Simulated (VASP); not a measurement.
# ZnCu (Pm-3m) in VASP: settings compared, part 2 of 2

VASP 6.6.1. Earlier steps stand in the parts before.

## (4) Relaxation of cell and atoms, r2SCAN

The input, POSCAR:

```
ZnCu
1.0
    2.9450000000      0.0000000000      0.0000000000
    0.0000000000      2.9450000000      0.0000000000
    0.0000000000      0.0000000000      2.9450000000
Zn Cu
1 1
Direct
    0.5000000000      0.5000000000      0.5000000000
    0.0000000000      0.0000000000      0.0000000000
```

The input, INCAR.step1:

```
PREC     = Accurate       # precision mode
ENCUT    = 600            # plane-wave cutoff, eV
ISMEAR   = -1             # smearing method
SIGMA    = 0.1            # smearing width, eV
LREAL    = F              # projectors in reciprocal space
LASPH    = T              # aspherical terms in the spheres
NELM     = 60             # most SCF steps
GGA      = PE             # functional
ALGO     = Normal         # electronic algorithm
EDIFF    = 1E-4           # SCF threshold, eV
LWAVE    = T              # write WAVECAR
LCHARG   = F              # write CHGCAR
```

The input, INCAR.step2:

```
PREC     = Accurate       # precision mode
ENCUT    = 600            # plane-wave cutoff, eV
EDIFF    = 1E-6           # SCF threshold, eV
ISMEAR   = -1             # smearing method
SIGMA    = 0.1            # smearing width, eV
LREAL    = F              # projectors in reciprocal space
LASPH    = T              # aspherical terms in the spheres
NELM     = 60             # most SCF steps
ALGO     = Normal         # electronic algorithm
ISIF     = 3              # what is computed and relaxed
LWAVE    = F              # write WAVECAR
LCHARG   = F              # write CHGCAR
METAGGA  = R2SCAN         # meta-GGA
LMIXTAU  = T            
IBRION   = 2              # ionic algorithm
NSW      = 80             # ionic steps
EDIFFG   = -0.01          # ionic threshold
ISTART   = 1
```

The input, KPOINTS:

```
Automatic mesh
0
Gamma
  11 11 11
```

Potentials or basis: VASP PAW PBE potentials, release 64 (Zn, Cu).

Command:

```sh
cat potpaw_PBE.64/Zn/POTCAR potpaw_PBE.64/Cu/POTCAR > POTCAR
cp INCAR.step1 INCAR
mpirun -np 1 vasp_std > vasp.out
cp INCAR.step2 INCAR
mpirun -np 1 vasp_std > vasp.out
```

Run time: 1.9 min. Hardware: 1 thread of AMD EPYC 9R45 (Zen 5), shared host; peak memory 0.14 GiB.

The run converged. Its results:

```
Free energy                           : -19.9540 eV
Relaxed volume                        : 12.48 Å³/atom
Relaxed cell                          : a = 2.923 Å, b = 2.923 Å, c = 2.923 Å, α = 90.00°, β = 90.00°, γ = 90.00°
Space group after relaxing (to 0.1 Å) : Pm-3m (No. 221)
Energy gained by relaxing             : 2.8 meV/atom
Ionic steps                           : 4
Pressure after relaxing               : 0.0 GPa
Band gap on the k mesh                : zero (an odd number of electrons rules out a gap without spin polarisation)
```

The path:
```
step  energy change (eV)  largest force (eV/Å)  pressure (GPa)  volume (Å³)
   1              0.0000                0.0000           -2.81        25.54
   2             -0.0048                0.0000            1.18        24.72
   3             -0.0056                0.0000            0.14        24.94
   4             -0.0056                0.0000           -0.01        24.96
```

Final structure:
```cif
data_structure
_symmetry_space_group_name_H-M 'P 1'
_symmetry_Int_Tables_number 1
_cell_length_a 2.9226
_cell_length_b 2.9226
_cell_length_c 2.9226
_cell_angle_alpha 90.000
_cell_angle_beta 90.000
_cell_angle_gamma 90.000
_cell_volume 24.96
loop_
_atom_site_label
_atom_site_type_symbol
_atom_site_fract_x
_atom_site_fract_y
_atom_site_fract_z
_atom_site_occupancy
Zn1 Zn 0.50000 0.50000 0.50000 1
Cu1 Cu 0.00000 0.00000 0.00000 1
```

Levels at points of the mesh, in eV from the Fermi level:
```csv
k point,band 8,band 9,band 10,band 11,band 12,band 13,band 14,band 15
"(0.00, 0.00, 0.00)",-3.76,-2.84,-2.84,-2.84,6.76,6.76,6.76,11.70
```

Caveat: the PAW data sets were made with another functional, which shifts forces and pressure a little.

## (5) Relaxation of the atoms, r2SCAN

This run uses another cell than the first one, of 11.69 Å³/atom.

The input, POSCAR:

```
ZnCu
1.0
    2.8597161700      0.0000000000      0.0000000000
    0.0000000000      2.8597161700      0.0000000000
    0.0000000000      0.0000000000      2.8597161700
Zn Cu
1 1
Direct
    0.5000000000      0.5000000000      0.5000000000
    0.0000000000      0.0000000000      0.0000000000
```

The input, INCAR.step1:

```
PREC     = Accurate       # precision mode
ENCUT    = 520            # plane-wave cutoff, eV
ISMEAR   = -1             # smearing method
SIGMA    = 0.1            # smearing width, eV
LREAL    = False          # projectors in reciprocal space
LASPH    = True           # aspherical terms in the spheres
NELM     = 100            # most SCF steps
GGA      = PE             # functional
ALGO     = Normal         # electronic algorithm
EDIFF    = 1E-4           # SCF threshold, eV
LWAVE    = True           # write WAVECAR
LCHARG   = False          # write CHGCAR
```

The input, INCAR.step2:

```
PREC     = Accurate       # precision mode
ENCUT    = 520            # plane-wave cutoff, eV
EDIFF    = 1E-7           # SCF threshold, eV
ISMEAR   = -1             # smearing method
SIGMA    = 0.1            # smearing width, eV
LREAL    = False          # projectors in reciprocal space
LASPH    = True           # aspherical terms in the spheres
NELM     = 100            # most SCF steps
ALGO     = Normal         # electronic algorithm
ISIF     = 2              # what is computed and relaxed
LWAVE    = False          # write WAVECAR
LCHARG   = False          # write CHGCAR
METAGGA  = R2SCAN         # meta-GGA
LMIXTAU  = True         
IBRION   = 2              # ionic algorithm
NSW      = 50             # ionic steps
EDIFFG   = -0.01          # ionic threshold
ISTART   = 1
```

The input, KPOINTS:

```
regular mesh
0
Gamma
  11 11 11
```

Potentials or basis: VASP PAW PBE potentials, release 64 (Zn, Cu).

Command:

```sh
cat potpaw_PBE.64/Zn/POTCAR potpaw_PBE.64/Cu/POTCAR > POTCAR
cp INCAR.step1 INCAR
mpirun -np 1 vasp_std > vasp.out
cp INCAR.step2 INCAR
mpirun -np 1 vasp_std > vasp.out
```

OUTCAR:

```text
PREC = Accurate
   ENCUT = 520
   EDIFF = 1E-7
   ISMEAR = -1
   LREAL = False
   LASPH = True
   NELM = 100
   ISIF = 2
   METAGGA = R2SCAN
   IBRION = 2
   NSW = 50
   EDIFFG = -0.01
   ISTART = 1

 ion  position               nearest neighbor table
   1  0.500  0.500  0.500-   2 2.48   2 2.48   2 2.48   2 2.48   2 2.48   2 2.48   2 2.48   2 2.48

   2  0.000  0.000  0.000-   1 2.48   1 2.48   1 2.48   1 2.48   1 2.48   1 2.48   1 2.48   1 2.48

  LATTYP: Found a simple cubic cell.
 ALAT       =     2.8597161700

  Lattice vectors:

 A1 = (   2.8597161700,   0.0000000000,   0.0000000000)
 A2 = (   0.0000000000,   2.8597161700,   0.0000000000)
 A3 = (   0.0000000000,   0.0000000000,   2.8597161700)

Analysis of symmetry for initial positions (statically):
=====================================================================
 Subroutine PRICEL returns:
 Original cell was already a primitive cell.

 Routine SETGRP: Setting up the symmetry group for a
 simple cubic supercell.

 Subroutine GETGRP returns: Found 48 space group operations
 (whereof 48 operations were pure point group operations)
 out of a pool of 48 trial point group operations.

The static configuration has the point symmetry O_h .

Analysis of symmetry for dynamics (positions and initial velocities):
=====================================================================
 Subroutine PRICEL returns:
 Original cell was already a primitive cell.

 Routine SETGRP: Setting up the symmetry group for a
 simple cubic supercell.

 Subroutine GETGRP returns: Found 48 space group operations
 (whereof 48 operations were pure point group operations)
 out of a pool of 48 trial point group operations.

The dynamic configuration has the point symmetry O_h .

 Subroutine INISYM returns: Found 48 space group operations
 (whereof 48 operations are pure point group operations),
[... 123 lines left out ...]
   AEXX    =    0.0000 exact exchange contribution
   IVDW    =     0    specifies the selected vdW correction
   LEPSILON=     F    determine dielectric tensor
   LRPA    =     F    only Hartree local field effects (RPA)
 conjugate gradient relaxation of ions
 non-spin polarized calculation
  energy-cutoff  :      520.00
  volume of cell :       23.39
 maximum number of plane-waves:       647
 NGX is ok and might be reduce to    24
   NGX = 11   NGY = 11   NGZ = 11

 number of electron      22.9999981 magnetization

 Free energy of the ion-electron system (eV)
  ---------------------------------------------------
  ext. energy  EPLUGINS =         0.00000000
  ---------------------------------------------------
  free energy    TOTEN  =       -19.90476738 eV

  energy without entropy =      -19.89211689  energy(sigma->0) =      -19.89844213

 E-fermi :   6.2226     XC(G=0): -14.1063

 val. band max:        6.2207710631   @ k =   0.4545   0.4545   0.2727
 cond. band min:       6.2304810721   @ k =   0.4545   0.3636   0.3636
 fundamental gap:      0.0097100090
 Fermi energy:         6.2225714320

 k-point     1 :       0.0000    0.0000    0.0000
  band No.  band energies     occupation
      1      -5.2460      2.00000
      2      -2.2578      2.00000
      3      -2.2578      2.00000
      4      -1.3625      2.00000
      5      -1.3625      2.00000
      6      -1.3625      2.00000
      7       2.2391      2.00000
      8       2.2391      2.00000
      9       3.2390      2.00000
     10       3.2390      2.00000
     11       3.2390      2.00000
     12      13.2132      0.00000
     13      13.2132      0.00000
     14      13.2132      0.00000
[... 401 lines left out ...]
      2      -2.0322      2.00000
      3      -1.8995      2.00000
      4      -1.5121      2.00000
      5      -1.4628      2.00000
      6      -1.3406      2.00000
      7       2.2019      2.00000
      8       2.2473      2.00000
      9       2.8061      2.00000
     10       2.8064      2.00000
     11       3.1512      2.00000
     12       7.1865      0.00013
     13      13.7006      0.00000
     14      14.0538      0.00000
     15      21.2522      0.00000

 [... further k-points ...]

------------------------ aborting loop because EDIFF is reached ----------------------------------------

  FORCE on cell =-STRESS in cart. coord.  units (eV):
  Direction    XX          YY          ZZ          XY          YZ          ZX
  --------------------------------------------------------------------------------------
  -------------------------------------------------------------------------------------
  Total        1.5147210      1.5147210      1.5147210      0.0000000      0.0000000     -0.0000000
  in kB      103.7706251    103.7706251    103.7706251      0.0000000      0.0000000     -0.0000000
  external PRESSURE =     103.7706251 kB  Pullay stress =       0.0000000 kB

 VOLUME and BASIS-vectors are now :
 -----------------------------------------------------------------------------
  energy-cutoff  :      520.00
  volume of cell :       23.39
      direct lattice vectors                 reciprocal lattice vectors
     2.859716170  0.000000000  0.000000000     0.349685053  0.000000000  0.000000000
     0.000000000  2.859716170  0.000000000     0.000000000  0.349685053  0.000000000
     0.000000000  0.000000000  2.859716170     0.000000000  0.000000000  0.349685053

 POSITION                                       TOTAL-FORCE (eV/Angst)
 -----------------------------------------------------------------------------------
      1.42986      1.42986      1.42986         0.000000      0.000000      0.000000
      0.00000      0.00000      0.00000         0.000000      0.000000      0.000000
 -----------------------------------------------------------------------------------
    total drift:                                0.000000      0.000000     -0.000000

  FREE ENERGIE OF THE ION-ELECTRON SYSTEM (eV)
  ---------------------------------------------------
  free  energy   TOTEN  =       -19.9047673788 eV

  energy  without entropy=      -19.8921168876  energy(sigma->0) =      -19.89844213

 reached required accuracy - stopping structural energy minimisation
```

OUTCAR.step1:

```text
PREC = Accurate
   ENCUT = 520
   ISMEAR = -1
   LREAL = False
   LASPH = True
[... 654 lines left out ...]
      1.42986      1.42986      1.42986         0.000000      0.000000      0.000000
      0.00000      0.00000      0.00000         0.000000      0.000000      0.000000
 -----------------------------------------------------------------------------------
    total drift:                                0.000000      0.000000     -0.000000

  FREE ENERGIE OF THE ION-ELECTRON SYSTEM (eV)
  ---------------------------------------------------
  free  energy   TOTEN  =        -4.8962148986 eV

  energy  without entropy=       -4.8831539668  energy(sigma->0) =       -4.88968443
```

Wall time 37 s (1 thread of AMD EPYC 9R45 (Zen 5), shared host); peak memory 0.13 GiB.

Results:

```yaml
Free_energy: -19.9048 eV
Pressure_after_relaxing: 10.4 GPa
Band_gap_on_the_k_mesh: zero (an odd number of electrons rules out a gap without spin polarisation)
```

Final structure:
```cif
data_structure
_symmetry_space_group_name_H-M 'P 1'
_symmetry_Int_Tables_number 1
_cell_length_a 2.8597
_cell_length_b 2.8597
_cell_length_c 2.8597
_cell_angle_alpha 90.000
_cell_angle_beta 90.000
_cell_angle_gamma 90.000
_cell_volume 23.39
loop_
_atom_site_label
_atom_site_type_symbol
_atom_site_fract_x
_atom_site_fract_y
_atom_site_fract_z
_atom_site_occupancy
Zn1 Zn 0.50000 0.50000 0.50000 1
Cu1 Cu 0.00000 0.00000 0.00000 1
```

Levels at points of the mesh, in eV from the Fermi level:
| k point | band 7 | band 8 | band 9 | band 10 | band 11 | band 12 | band 13 | band 14 | band 15 |
| --- | --- | --- | --- | --- | --- | --- | --- | --- | --- |
| (0.00, 0.00, 0.00) | -3.98 | -3.98 | -2.98 | -2.98 | -2.98 | 6.99 | 6.99 | 6.99 | 12.12 |

Caveat: the relaxation stopped at its first step, so nothing moved; the PAW data sets were made with another functional, which shifts forces and pressure a little.

## (6) Relaxation of the atoms, r2SCAN

This run uses another cell than the first one, of 11.94 Å³/atom.

The input, POSCAR:

```
ZnCu
1.0
    2.8798556800      0.0000000000      0.0000000000
    0.0000000000      2.8798556800      0.0000000000
    0.0000000000      0.0000000000      2.8798556800
Zn Cu
1 1
Direct
    0.5000000000      0.5000000000      0.5000000000
    0.0000000000      0.0000000000      0.0000000000
```

The input, INCAR.step1:

```
PREC = Accurate ; ENCUT = 520
ISMEAR = -1 ; SIGMA = 0.1
LREAL = F ; LASPH = T
NELM = 60 ; GGA = PE
ALGO = Normal ; EDIFF = 1E-4
LWAVE = T ; LCHARG = F
```

The input, INCAR.step2:

```
PREC = Accurate ; ENCUT = 520
EDIFF = 1E-6 ; ISMEAR = -1
SIGMA = 0.1 ; LREAL = F
LASPH = T ; NELM = 60
ALGO = Normal ; ISIF = 2
LWAVE = F ; LCHARG = F
METAGGA = R2SCAN ; LMIXTAU = T
IBRION = 2 ; NSW = 50
EDIFFG = -0.01 ; ISTART = 1
```

The input, KPOINTS:

```
Automatic mesh
0
Gamma
  11 11 11
```

Potentials or basis: VASP PAW PBE potentials, release 64 (Zn, Cu).

Command:

```sh
cat potpaw_PBE.64/Zn/POTCAR potpaw_PBE.64/Cu/POTCAR > POTCAR
cp INCAR.step1 INCAR
mpirun -np 1 vasp_std > vasp.out
cp INCAR.step2 INCAR
mpirun -np 1 vasp_std > vasp.out
```

It took 33 s on 1 thread of AMD EPYC 9R45 (Zen 5), shared host; peak memory 0.13 GiB.

The run converged. Its results:

```yaml
Free_energy: -19.9310 eV
Pressure_after_relaxing: 6.6 GPa
Band_gap_on_the_k_mesh: zero (an odd number of electrons rules out a gap without spin polarisation)
```

Final structure:
```xyz
2
Lattice="2.8799 0.0000 0.0000 0.0000 2.8799 0.0000 0.0000 0.0000 2.8799" Properties=species:S:1:pos:R:3 pbc="T T T"
Zn    1.4399    1.4399    1.4399
Cu    0.0000    0.0000    0.0000
```

Levels at points of the mesh, in eV from the Fermi level:
```
           k point  band 9  band 10  band 11  band 12  band 13  band 14
(0.00, 0.00, 0.00)   -2.93    -2.93    -2.93     6.91     6.91     6.91
```

Caveat: the relaxation stopped at its first step, so nothing moved; the PAW data sets were made with another functional, which shifts forces and pressure a little.

## (7) Overview

| task | level | potentials or basis | cell | cutoff (eV) | gap on the mesh (eV) | pressure (GPa) | relaxed volume (Å³/atom) |
| --- | --- | --- | --- | --- | --- | --- | --- |
| relaxation of cell and atoms | PBEsol | VASP PAW PBE potentials, release 64 (Zn, Cu) | relaxed from a = 2.945 Å, 2 atoms | 600 | none | 0.0 | 12.36 |
| relaxation of cell and atoms | LDA | VASP PAW LDA potentials, release 64 (Zn, Cu) | relaxed from a = 2.945 Å, 2 atoms | 600 | none | 0.0 | 11.88 |
| relaxation of cell and atoms | r2SCAN | VASP PAW PBE potentials, release 64 (Zn, Cu) | relaxed from a = 2.945 Å, 2 atoms | 600 | none | 0.0 | 12.48 |
| relaxation of the atoms | r2SCAN | VASP PAW PBE potentials, release 64 (Zn, Cu) | atoms relaxed from a = 2.860 Å, 2 atoms | 520 | none | 10.4 | - |
| relaxation of the atoms | r2SCAN | VASP PAW PBE potentials, release 64 (Zn, Cu) | atoms relaxed from a = 2.880 Å, 2 atoms | 520 | none | 6.6 | - |

Alike in all rows: no spin polarisation; k mesh 11 × 11 × 11; smearing fermi-dirac 0.1 eV.

Caveats: the PAW data sets were made with another functional, which shifts forces and pressure a little (at least some runs); the relaxation stopped at its first step, so nothing moved (at least some runs).

Absolute energies hang on the potentials; compare differences alone.
